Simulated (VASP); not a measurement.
# Pt (I4/mmm) in VASP: further runs

Pt is run at these levels: LDA; tasks: single point.

Everything below comes from runs of VASP 6.6.1. Logs are shortened: lines on timing, memory, paths and dates and some standing lists are left out, and cuts for length are marked.

### 1 The cell of the first run

The structure is tetragonal, space group I4/mmm (No. 139). The conventional cell has a = 2.934 Å, b = 2.934 Å, c = 3.291 Å, α = 90.00°, β = 90.00°, γ = 90.00°. Pt (site symmetry 4/mmm) has 14 Pt at 2.65 to 3.29 Å within 3.5 Å.

### 2 Single point, LDA (14.17 Å³/atom)

INCAR

```
SYSTEM = Pt
ALGO = Normal
EDIFF = 1E-6
ENCUT = 520
GGA = CA
ISIF = 2
ISMEAR = 0
LASPH = .True.
LCHARG = .True.
LELF = .True.
LREAL = .False.
LVHAR = .True.
LWAVE = .False.
NBANDS = 11
NELM = 100
PREC = Accurate
SIGMA = 0.15
```

KPOINTS

```
k-points
0
Gamma
  22 22 22
  0 0 0
```

POSCAR

```
Pt
1.0
    0.0000000000      2.0746500241      1.6456123991
    2.0746500241      0.0000000000      1.6456123991
    2.0746500241      2.0746500241      0.0000000000
Pt
1
Direct
    0.0000000000      0.0000000000      0.0000000000
```

Potentials or basis: VASP PAW LDA potentials, release 64 (Pt).

On the command line:

```console
> cat potpaw_LDA.64/Pt/POTCAR > POTCAR
> mpirun -np 1 vasp_std > vasp.out
```

OUTCAR:

```text
SYSTEM = Pt
   EDIFF = 1E-6
   ENCUT = 520
   GGA = CA
   ISIF = 2
   ISMEAR = 0
   LASPH = .True.
   LREAL = .False.
   NELM = 100
   PREC = Accurate

 ion  position               nearest neighbor table
   1  0.000  0.000  0.000-

  LATTYP: Found a body centered tetragonal cell.
 ALAT       =     2.9339982013
 C/A-ratio  =     1.1217541977

  Lattice vectors:

 A1 = (   0.0000000000,  -2.0746500241,  -1.6456123991)
 A2 = (   0.0000000000,   2.0746500241,  -1.6456123991)
 A3 = (   2.0746500241,   0.0000000000,   1.6456123991)

Analysis of symmetry for initial positions (statically):
=====================================================================
 Subroutine PRICEL returns:
 Original cell was already a primitive cell.

 Routine SETGRP: Setting up the symmetry group for a
 body centered tetragonal supercell.

 Subroutine GETGRP returns: Found 16 space group operations
 (whereof 16 operations were pure point group operations)
 out of a pool of 16 trial point group operations.

The static configuration has the point symmetry D_4h.

Analysis of symmetry for dynamics (positions and initial velocities):
=====================================================================
 Subroutine PRICEL returns:
 Original cell was already a primitive cell.

 Routine SETGRP: Setting up the symmetry group for a
 body centered tetragonal supercell.

 Subroutine GETGRP returns: Found 16 space group operations
 (whereof 16 operations were pure point group operations)
 out of a pool of 16 trial point group operations.

The dynamic configuration has the point symmetry D_4h.

 Subroutine INISYM returns: Found 16 space group operations
 (whereof 16 operations are pure point group operations),
 and found     1 'primitive' translations

----------------------------------------------------------------------------------------

                                     Primitive cell

  volume of cell :      14.1660

  direct lattice vectors                    reciprocal lattice vectors
     0.000000000  2.074650024  1.645612399    -0.241004504  0.241004504  0.303838255
     2.074650024  0.000000000  1.645612399     0.241004504 -0.241004504  0.303838255
     2.074650024  2.074650024  0.000000000     0.241004504  0.241004504 -0.303838255

  length of vectors
     2.648058325  2.648058325  2.933998201     0.456600512  0.456600512  0.456600512

[... 76 lines left out ...]
   ENCUT  =  520.0 eV  38.22 Ry    6.18 a.u.   4.92  4.92  5.46*2*pi/ulx,y,z
   NELM   =    100;   NELMIN=  2; NELMDL= -5     # of ELM steps
   EDIFF  = 0.1E-05   stopping-criterion for ELM
   LREAL  =      F    real-space projection
   EDIFFG = 0.1E-04   stopping-criterion for IOM
   NSW    =      0    number of steps for IOM
   IBRION =     -1    ionic relax: 0-MD 1-quasi-New 2-CG
   NFREE  =      0    steps in history (QN), initial steepest desc. (CG)
   ISIF   =      2    stress and relaxation
   ISYM   =      2    0-nonsym 1-usesym 2-fastsym
   POTIM  = 0.5000    time-step for ionic-motion
   TEBEG  =    0.0;   TEEND  =   0.0 temperature during run
   PSTRESS=    0.0 pullay stress
   NELECT =      10.0000    total number of electrons
   NUPDOWN=      -1.0000    fix difference up-down
   EMIN   =  10.00;   EMAX   =-10.00  energy-range for DOS
   EFERMI =   0.00;   METHOD = LEGACY
   ISMEAR =     0;   SIGMA  =   0.15  broadening in eV -4-tet -1-fermi 0-gaus
   EFERMI_NEDOS =   21; number of points for ismear=-14 and -15
   IALGO  =     38    algorithm
   IMIX   =      4    mixing-type and parameters
     AMIX     =   0.40;   BMIX     =  1.00
     AMIX_MAG =   1.60;   BMIX_MAG =  1.00
  volume/ion in A,a.u.               =      14.17        95.60
  Fermi-wavevector in a.u.,A,eV,Ry     =   1.457670  2.754596 28.909667  2.124801
  Thomas-Fermi vector in A             =   2.574444
   LORBIT       =      0    0 simple, 1 ext, 2 COOP (PROOUT), +10 PAW based schemes
   GGA     = CA    functional components
   LHFCALC =     F    Hartree Fock is set to
   AEXX    =    0.0000 exact exchange contribution
   IVDW    =     0    specifies the selected vdW correction
   LEPSILON=     F    determine dielectric tensor
   LRPA    =     F    only Hartree local field effects (RPA)
 non-spin polarized calculation
 Gauss-broadening in eV      SIGMA  =   0.15
  energy-cutoff  :      520.00
  volume of cell :       14.17
 maximum number of plane-waves:       402
   NGX =  9   NGY =  9   NGZ = 11

 number of electron      10.0000000 magnetization

 Free energy of the ion-electron system (eV)
  ---------------------------------------------------
  ext. energy  EPLUGINS =         0.00000000
  ---------------------------------------------------
  free energy    TOTEN  =        -7.38753591 eV

  energy without entropy =       -7.37614607  energy(sigma->0) =       -7.38184099

 E-fermi :  12.1832     XC(G=0): -14.0482

 val. band max:       12.1830906506   @ k =   0.3636   0.1818   0.0909
 cond. band min:      12.1848247538   @ k =  -0.3636   0.3182   0.0909
 fundamental gap:      0.0017341033
 Fermi energy:        12.1831604721

 k-point     1 :       0.0000    0.0000    0.0000
  band No.  band energies     occupation
      1       1.4434      2.00000
      2       7.7537      2.00000
      3       7.7537      2.00000
      4       8.8144      2.00000
      5      10.1284      2.00000
      6      11.4352      2.00000
      7      27.8177      0.00000
      8      29.9808      0.00000
      9      29.9808      0.00000
     10      37.8793      0.00000
     11      39.3661      0.00000
[... 309 lines left out ...]
 k-point    24 :      -0.4545    0.0455    0.0000
  band No.  band energies     occupation
      1       4.4876      2.00000
      2       6.8755      2.00000
      3       9.6143      2.00000
      4      10.8884      2.00000
      5      12.4682      0.00721
      6      13.0604      0.00000
      7      19.4936      0.00000
      8      26.0357      0.00000
      9      29.9552      0.00000
     10      34.7926      0.00000
     11      39.6173      0.00000

 [... further k-points ...]
[... 5 lines left out ...]
  --------------------------------------------------------------------------------------
  -------------------------------------------------------------------------------------
  Total        1.3141387      1.3141387      2.0956515      0.0000000      0.0000000      0.0000000
  in kB      148.6293354    148.6293354    237.0185875      0.0000000      0.0000000      0.0000000
  external PRESSURE =     178.0924194 kB  Pullay stress =       0.0000000 kB

 VOLUME and BASIS-vectors are now :
 -----------------------------------------------------------------------------
  energy-cutoff  :      520.00
  volume of cell :       14.17
      direct lattice vectors                 reciprocal lattice vectors
     0.000000000  2.074650024  1.645612399    -0.241004504  0.241004504  0.303838255
     2.074650024  0.000000000  1.645612399     0.241004504 -0.241004504  0.303838255
     2.074650024  2.074650024  0.000000000     0.241004504  0.241004504 -0.303838255

 POSITION                                       TOTAL-FORCE (eV/Angst)
 -----------------------------------------------------------------------------------
      0.00000      0.00000      0.00000         0.000000      0.000000      0.000000
 -----------------------------------------------------------------------------------
    total drift:                                0.000000     -0.000000     -0.000000

  FREE ENERGIE OF THE ION-ELECTRON SYSTEM (eV)
  ---------------------------------------------------
  free  energy   TOTEN  =        -7.3875359080 eV

  energy  without entropy=       -7.3761460692  energy(sigma->0) =       -7.38184099
```

Wall time 1.8 min (1 thread of Intel Xeon 8259CL, shared host); peak memory 0.24 GiB.

Results:

```
Free energy            : -7.3875 eV
Pressure               : 17.8 GPa
Band gap on the k mesh : zero (bands 5 and 6 overlap by 2.60 eV)
```

Levels at points of the mesh, in eV from the Fermi level:
| k point | band 2 | band 3 | band 4 | band 5 | band 6 | band 7 | band 8 | band 9 |
| --- | --- | --- | --- | --- | --- | --- | --- | --- |
| (0.00, 0.00, 0.00) | -4.43 | -4.43 | -3.37 | -2.05 | -0.75 | 15.63 | 17.80 | 17.80 |
| (0.50, 0.00, 0.00) | -5.41 | -2.30 | -0.57 | -0.35 | 1.06 | 6.92 | 13.58 | 17.62 |
| (0.50, 0.50, 0.00) | -7.22 | 0.39 | 0.74 | 0.74 | 5.58 | 9.08 | 9.08 | 13.72 |
| (0.50, 0.00, 0.50) | -6.58 | -0.51 | -0.34 | 0.46 | 1.36 | 8.02 | 12.50 | 14.82 |

Caveat: the stress differs along the axes, from 15 to 24 GPa; spin-orbit coupling is left out, which moves the levels of the heavy elements.

### 3 Single point, LDA (14.76 Å³/atom)

This run uses another cell than the first one, of 14.76 Å³/atom.

INCAR

```
PREC     = Accurate       # precision mode
ENCUT    = 520            # plane-wave cutoff, eV
EDIFF    = 1E-7           # SCF threshold, eV
ISMEAR   = 0              # smearing method
SIGMA    = 0.15           # smearing width, eV
LREAL    = F              # projectors in reciprocal space
LASPH    = T              # aspherical terms in the spheres
NELM     = 100            # most SCF steps
ALGO     = Fast           # electronic algorithm
ISIF     = 2              # what is computed and relaxed
LWAVE    = F              # write WAVECAR
LCHARG   = F              # write CHGCAR
GGA      = CA             # functional
NBANDS   = 11             # bands
```

KPOINTS

```
regular mesh
0
Gamma
  22 22 22
```

POSCAR

```
Pt
1.0
    0.0000000000      1.8490859051      2.1578832513
    1.8490859051      0.0000000000      2.1578832513
    1.8490859051      1.8490859051      0.0000000000
Pt
1
Direct
    0.0000000000      0.0000000000      0.0000000000
```

Potentials or basis: VASP PAW LDA potentials, release 64 (Pt).

On the command line:

```console
> cat potpaw_LDA.64/Pt/POTCAR > POTCAR
> mpirun -np 1 vasp_std > vasp.out
```

It took 2.6 min on 1 thread of Intel Xeon 8259CL, shared host; peak memory 0.25 GiB.

Results (log left out):

```
Free energy            : -7.4108 eV
Pressure               : 4.8 GPa
Band gap on the k mesh : zero (bands 5 and 6 overlap by 3.13 eV)
```

Stress tensor (GPa, compression positive):
```
 12.98   0.00   0.00
  0.00  12.98   0.00
  0.00   0.00 -11.65
```

Levels at points of the mesh, in eV from the Fermi level:
```
           k point  band 2  band 3  band 4  band 5  band 6  band 7  band 8  band 9
(0.00, 0.00, 0.00)   -5.11   -3.05   -3.05   -2.91   -0.51   15.04   17.25   21.04
(0.50, 0.00, 0.00)   -4.78   -3.01   -0.40   -0.20    0.42    6.33   13.53   18.64
(0.50, 0.50, 0.00)   -6.89    0.04    0.36    0.49    0.49    6.63   13.47   13.47
(0.50, 0.00, 0.50)   -6.61   -0.35   -0.20    1.54    2.92   10.32   10.78   11.29
```

Caveat: the stress differs along the axes, from -12 to 13 GPa; spin-orbit coupling is left out, which moves the levels of the heavy elements.

### 4 Single point, LDA (14.76 Å³/atom)

This run uses another cell than the first one, of 14.76 Å³/atom.

INCAR

```
SYSTEM = Pt
PREC = Accurate
ENCUT = 520
EDIFF = 1E-7
ISMEAR = 0
SIGMA = 0.15
LREAL = .False.
LASPH = .True.
NELM = 80
ALGO = Fast
ISIF = 2
LWAVE = .False.
LCHARG = .False.
GGA = CA
NBANDS = 11
```

KPOINTS

```
Automatic mesh
0
Gamma
  22 22 22
  0 0 0
```

POSCAR

```
Pt
1.0
    0.0000000000      2.0496073001      1.7563084954
    2.0496073001      0.0000000000      1.7563084954
    2.0496073001      2.0496073001      0.0000000000
Pt
1
Direct
    0.0000000000      0.0000000000      0.0000000000
```

On the command line:

```console
> cat potpaw_LDA.64/Pt/POTCAR > POTCAR
> mpirun -np 1 vasp_std > vasp.out
```

Run time: 2.8 min. Hardware: 1 thread of Intel Xeon 8259CL, shared host; peak memory 0.25 GiB.

Results (log left out):

```
Free energy            : -7.4652 eV
Pressure               : 2.5 GPa
Band gap on the k mesh : zero (bands 5 and 6 overlap by 2.81 eV)
```

Stress tensor (GPa, compression positive):
```
-0.22  0.00  0.00
 0.00 -0.22  0.00
 0.00  0.00  8.08
```

Levels at points of the mesh, in eV from the Fermi level:
```
           k point  band 1  band 2  band 3  band 4  band 5  band 6  band 7  band 8  band 9  band 10
(0.00, 0.00, 0.00)  -10.37   -4.24   -4.24   -2.69   -2.58   -0.81   15.10   18.36   18.36    23.00
(0.50, 0.00, 0.00)   -7.45   -4.78   -2.84   -0.38   -0.36    0.67    6.28   13.87   17.81    21.29
(0.50, 0.50, 0.00)   -7.06   -6.81    0.17    0.64    0.64    4.12    9.73    9.73   11.93    19.42
(0.50, 0.00, 0.50)   -7.30   -6.55   -0.16   -0.09    0.91    1.11    8.03   12.04   13.33    22.11
```

Caveat: the stress differs along the axes, from -0 to 8 GPa; spin-orbit coupling is left out, which moves the levels of the heavy elements.

### 5 Overview

```tsv
cell	gap on the mesh (eV)	pressure (GPa)
a = 2.648, b = 2.648, c = 2.934 Å, angles 56.4, 56.4, 67.3°, 1 atom	none	17.8
a = 2.842, b = 2.842, c = 2.615 Å, angles 62.6, 62.6, 54.8°, 1 atom	none	4.8
a = 2.699, b = 2.699, c = 2.899 Å, angles 57.5, 57.5, 65.0°, 1 atom	none	2.5
```

Alike in all rows: task single point; level LDA; potentials or basis VASP PAW LDA potentials, release 64 (Pt); no spin polarisation; k mesh 22 × 22 × 22; cutoff (eV) 520; smearing gaussian 0.15 eV.

Caveats: spin-orbit coupling is left out, which moves the levels of the heavy elements; the stress differs along the axes, from 15 to 24 GPa (at least some runs); the stress differs along the axes, from -12 to 13 GPa (at least some runs); the stress differs along the axes, from -0 to 8 GPa (at least some runs).

Absolute energies hang on the potentials; compare differences alone.
